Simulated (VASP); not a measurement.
# Al3Cu (P4/mmm) in VASP: further runs

Al3Cu is run at these levels: PBEsol; tasks: single point.

All numbers are computed with VASP 6.6.1; they aren't measurements. Logs are shortened: lines on timing, memory, paths and dates and some standing lists are left out, and cuts for length are marked.

## 1. The cell of the first run

It takes space group P4/mmm (No. 123, tetragonal). The conventional cell has a = 2.778 Å, b = 2.778 Å, c = 7.513 Å, α = 90.00°, β = 90.00°, γ = 90.00°. Al (site symmetry 4/mmm) has 12 Al at 2.78 to 2.85 Å within 3.7 Å. Al (site symmetry 4mm) has 4 Cu at 2.60 Å and 9 Al at 2.78 to 3.40 Å within 3.4 Å. Cu (site symmetry 4/mmm) has 8 Al at 2.60 Å and 4 Cu at 2.78 Å within 3.4 Å.

## 2. Single point, PBEsol

INCAR

```
PREC     = Accurate       # precision mode
ENCUT    = 520            # plane-wave cutoff, eV
EDIFF    = 1E-7           # SCF threshold, eV
ISMEAR   = 0              # smearing method
SIGMA    = 0.1            # smearing width, eV
LREAL    = False          # projectors in reciprocal space
LASPH    = True           # aspherical terms in the spheres
NELM     = 60             # most SCF steps
ALGO     = Fast           # electronic algorithm
ISIF     = 2              # what is computed and relaxed
LWAVE    = False          # write WAVECAR
LCHARG   = True           # write CHGCAR
GGA      = PS             # functional
LELF     = True           # ELF
LVHAR    = True         
NBANDS   = 18             # bands
```

KPOINTS

```
Automatic mesh
0
Gamma
  6 6 2
```

POSCAR

```
Al3Cu
1.0
    2.7784054294      0.0000000000      0.0000000000
    0.0000000000      2.7784054294      0.0000000000
    0.0000000000      0.0000000000      7.5134034100
Al Cu
3 1
Direct
    0.0000000000      0.0000000000      0.5000000000
    0.5000000000      0.5000000000      0.2261155100
    0.5000000000      0.5000000000      0.7738844900
    0.0000000000      0.0000000000      0.0000000000
```

Potentials or basis: VASP PAW PBE potentials, release 64 (Al, Cu).

Run with:

```console
$ cat potpaw_PBE.64/Al/POTCAR potpaw_PBE.64/Cu/POTCAR > POTCAR
$ mpirun -np 1 vasp_std > vasp.out
```

OUTCAR:

```text
PREC = Accurate
   ENCUT = 520
   EDIFF = 1E-7
   ISMEAR = 0
   LREAL = False
   LASPH = True
   NELM = 60
   ISIF = 2
   GGA = PS

 ion  position               nearest neighbor table
   1  0.000  0.000  0.500-   2 2.85   3 2.85   2 2.85   3 2.85   2 2.85   3 2.85   2 2.85   3 2.85

   2  0.500  0.500  0.226-   4 2.60   4 2.60   4 2.60   4 2.60   1 2.85   1 2.85   1 2.85   1 2.85

   3  0.500  0.500  0.774-   4 2.60   4 2.60   4 2.60   4 2.60   1 2.85   1 2.85   1 2.85   1 2.85

   4  0.000  0.000  0.000-   2 2.60   3 2.60   2 2.60   3 2.60   2 2.60   3 2.60   2 2.60   3 2.60

  LATTYP: Found a simple tetragonal cell.
 ALAT       =     2.7784054294
 C/A-ratio  =     2.7042141980

  Lattice vectors:

 A1 = (   2.7784054294,   0.0000000000,   0.0000000000)
 A2 = (   0.0000000000,   2.7784054294,   0.0000000000)
 A3 = (   0.0000000000,   0.0000000000,   7.5134034100)

Analysis of symmetry for initial positions (statically):
=====================================================================
 Subroutine PRICEL returns:
 Original cell was already a primitive cell.

 Routine SETGRP: Setting up the symmetry group for a
 simple tetragonal supercell.

 Subroutine GETGRP returns: Found 16 space group operations
 (whereof 16 operations were pure point group operations)
 out of a pool of 16 trial point group operations.

The static configuration has the point symmetry D_4h.

Analysis of symmetry for dynamics (positions and initial velocities):
=====================================================================
 Subroutine PRICEL returns:
 Original cell was already a primitive cell.

 Routine SETGRP: Setting up the symmetry group for a
 simple tetragonal supercell.

 Subroutine GETGRP returns: Found 16 space group operations
 (whereof 16 operations were pure point group operations)
 out of a pool of 16 trial point group operations.

The dynamic configuration has the point symmetry D_4h.

 Subroutine INISYM returns: Found 16 space group operations
 (whereof 16 operations are pure point group operations),
 and found     1 'primitive' translations

----------------------------------------------------------------------------------------

                                     Primitive cell

  volume of cell :      58.0000

[... 86 lines left out ...]
   NELM   =     60;   NELMIN=  2; NELMDL= -5     # of ELM steps
   EDIFF  = 0.1E-06   stopping-criterion for ELM
   LREAL  =      F    real-space projection
   EDIFFG = 0.1E-05   stopping-criterion for IOM
   NSW    =      0    number of steps for IOM
   IBRION =     -1    ionic relax: 0-MD 1-quasi-New 2-CG
   NFREE  =      0    steps in history (QN), initial steepest desc. (CG)
   ISIF   =      2    stress and relaxation
   ISYM   =      2    0-nonsym 1-usesym 2-fastsym
   POTIM  = 0.5000    time-step for ionic-motion
   TEBEG  =    0.0;   TEEND  =   0.0 temperature during run
   PSTRESS=    0.0 pullay stress
   NELECT =      20.0000    total number of electrons
   NUPDOWN=      -1.0000    fix difference up-down
   EMIN   =  10.00;   EMAX   =-10.00  energy-range for DOS
   EFERMI =   0.00;   METHOD = LEGACY
   ISMEAR =     0;   SIGMA  =   0.10  broadening in eV -4-tet -1-fermi 0-gaus
   EFERMI_NEDOS =   21; number of points for ismear=-14 and -15
   IALGO  =     68    algorithm
   IMIX   =      4    mixing-type and parameters
     AMIX     =   0.40;   BMIX     =  1.00
     AMIX_MAG =   1.60;   BMIX_MAG =  1.00
  volume/ion in A,a.u.               =      14.50        97.85
  Fermi-wavevector in a.u.,A,eV,Ry     =   1.148001  2.169407 17.931197  1.317906
  Thomas-Fermi vector in A             =   2.284678
   LORBIT       =      0    0 simple, 1 ext, 2 COOP (PROOUT), +10 PAW based schemes
   GGA     = PS    functional components
   LHFCALC =     F    Hartree Fock is set to
   AEXX    =    0.0000 exact exchange contribution
   IVDW    =     0    specifies the selected vdW correction
   LEPSILON=     F    determine dielectric tensor
   LRPA    =     F    only Hartree local field effects (RPA)
 non-spin polarized calculation
 RMM-DIIS sequential band-by-band and
 Gauss-broadening in eV      SIGMA  =   0.10
  energy-cutoff  :      520.00
  volume of cell :       58.00
 maximum number of plane-waves:      1580
 NGX is ok and might be reduce to    24
   NGX = 11   NGY = 11   NGZ = 27

 number of electron      20.0000014 magnetization

 Free energy of the ion-electron system (eV)
  ---------------------------------------------------
  ext. energy  EPLUGINS =         0.00000000
  ---------------------------------------------------
  free energy    TOTEN  =       -17.02301917 eV

  energy without entropy =      -17.01838494  energy(sigma->0) =      -17.02070205

 E-fermi :   8.6323     XC(G=0): -10.9998

 val. band max:        8.6233543764   @ k =   0.5000   0.0000   0.5000
 cond. band min:       8.6971642060   @ k =   0.5000   0.5000   0.0000
 fundamental gap:      0.0738098296
 Fermi energy:         8.6323499412

 k-point     1 :       0.0000    0.0000    0.0000
  band No.  band energies     occupation
      1      -2.7652      2.00000
      2      -0.3098      2.00000
      3       0.0257      2.00000
      4       4.0075      2.00000
      5       4.0982      2.00000
      6       4.8830      2.00000
[... 397 lines left out ...]
      5       5.6547      2.00000
      6       6.7248      2.00000
[... 10 lines left out ...]
     17      12.2599      0.00000
     18      13.5148      0.00000

------------------------ aborting loop because EDIFF is reached ----------------------------------------

  FORCE on cell =-STRESS in cart. coord.  units (eV):
  Direction    XX          YY          ZZ          XY          YZ          ZX
  --------------------------------------------------------------------------------------
  -------------------------------------------------------------------------------------
  Total        0.3007978      0.3007978      0.1405312      0.0000000      0.0000000      0.0000000
  in kB        8.3091621      8.3091621      3.8819984      0.0000000      0.0000000      0.0000000
  external PRESSURE =       6.8334409 kB  Pullay stress =       0.0000000 kB

 VOLUME and BASIS-vectors are now :
 -----------------------------------------------------------------------------
  energy-cutoff  :      520.00
  volume of cell :       58.00
      direct lattice vectors                 reciprocal lattice vectors
     2.778405429  0.000000000  0.000000000     0.359918675  0.000000000  0.000000000
     0.000000000  2.778405429  0.000000000     0.000000000  0.359918675  0.000000000
     0.000000000  0.000000000  7.513403410     0.000000000  0.000000000  0.133095476

 POSITION                                       TOTAL-FORCE (eV/Angst)
 -----------------------------------------------------------------------------------
      0.00000      0.00000      3.75670        -0.000000      0.000000      0.000000
      1.38920      1.38920      1.69890         0.000000      0.000000     -0.169628
      1.38920      1.38920      5.81451        -0.000000     -0.000000      0.169628
      0.00000      0.00000      0.00000        -0.000000      0.000000      0.000000
 -----------------------------------------------------------------------------------
    total drift:                                0.000000      0.000000     -0.000000

  FREE ENERGIE OF THE ION-ELECTRON SYSTEM (eV)
  ---------------------------------------------------
  free  energy   TOTEN  =       -17.0230191711 eV

  energy  without entropy=      -17.0183849378  energy(sigma->0) =      -17.02070205
```

stdout:

```text
POSCAR found type information on POSCAR AlCu
 POSCAR found :  2 types and       4 ions
 scaLAPACK will be used
 -----------------------------------------------------------------------------
|                                                                             |
|                                                                             |
|     You enforced a specific xc type in the INCAR file but a different       |
|     I HOPE YOU KNOW WHAT YOU ARE DOING!                                     |
|                                                                             |
 -----------------------------------------------------------------------------

 LDA part: xc-table for (Slater+PW92), standard interpolation
 POSCAR, INCAR and KPOINTS ok, starting setup
 FFT: planning ... GRIDC
 FFT: planning ... GRID_SOFT
 FFT: planning ... GRID
 WAVECAR not read
 entering main loop
```

Run time: 15 s. Hardware: 1 thread of Intel Xeon 6975P-C (Granite Rapids), shared host; peak memory 0.18 GiB.

What came out:

| Item | Value |
| --- | --- |
| Free energy | -17.0230 eV |
| Pressure | 0.7 GPa |
| Largest force | 0.170 eV/Å |
| Band gap on the k mesh | zero (band 10 reaches 12.87 eV, above the bottom of band 11 at 6.67 eV) |

Forces in eV/Å, atoms in the order of the input:
```
Al   0.000  0.000  0.000
Al   0.000  0.000 -0.170
Al   0.000  0.000  0.170
Cu   0.000  0.000  0.000
```

Levels at points of the mesh, in eV from the Fermi level:
| k point | band 7 | band 8 | band 9 | band 10 | band 11 | band 12 |
| --- | --- | --- | --- | --- | --- | --- |
| (0.00, 0.00, 0.00) | -3.75 | -3.35 | -1.82 | 0.58 | 6.14 | 6.45 |
| (0.50, 0.00, 0.00) | -3.82 | -3.79 | -3.65 | -2.50 | -1.96 | 2.66 |
| (0.50, 0.50, 0.00) | -2.71 | -0.72 | -0.57 | 0.06 | 0.06 | 0.35 |
| (0.00, 0.00, 0.50) | -3.75 | -3.63 | -3.35 | 4.23 | 5.72 | 6.13 |
| (0.50, 0.00, 0.50) | -3.82 | -3.65 | -2.75 | -1.09 | -1.02 | -0.01 |
| (0.50, 0.50, 0.50) | -1.91 | -1.89 | -1.89 | -0.77 | -0.75 | 0.49 |

Caveat: the k points lie up to 0.42 Å⁻¹ apart; the PAW data sets were made with another functional, which shifts forces and pressure a little.

(Continued in part 2 of 2.)
